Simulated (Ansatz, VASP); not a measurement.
# TiN: VASP beside Ansatz

```xyz
2
Lattice="0.0000 2.1432 2.1432 2.1432 0.0000 2.1432 2.1432 2.1432 0.0000" Properties=species:S:1:pos:R:3 pbc="T T T"
Ti    0.0000    0.0000    0.0000
N     2.1432    2.1432    2.1432
```

Alike in both runs: task single point; functional PBEsol; k mesh 18 × 18 × 18; occupations gaussian, width 0.1 eV; no spin polarisation.

```csv
,VASP,Ansatz
version,VASP 6.6.1,Ansatz 0.2.0
potentials or method,"VASP PAW PBE potentials, release 64 (Ti_sv, N), cutoff 600 eV","scalar-relativistic, plane waves, PAW"
valence electrons in the cell,17,17
```

|  | VASP | Ansatz | Ansatz less VASP |
| --- | --- | --- | --- |
| gap on the k mesh at the Fermi level (eV) | none | none | - |
| pressure (GPa) | -15.2 | -15.4 | -0.26 |

VASP's potentials were made for PBE, not for PBEsol. A gap of «none» marks a metal or a gap that the smearing closes. The functional is the same, so the differences come from potentials, cutoffs and numerics.
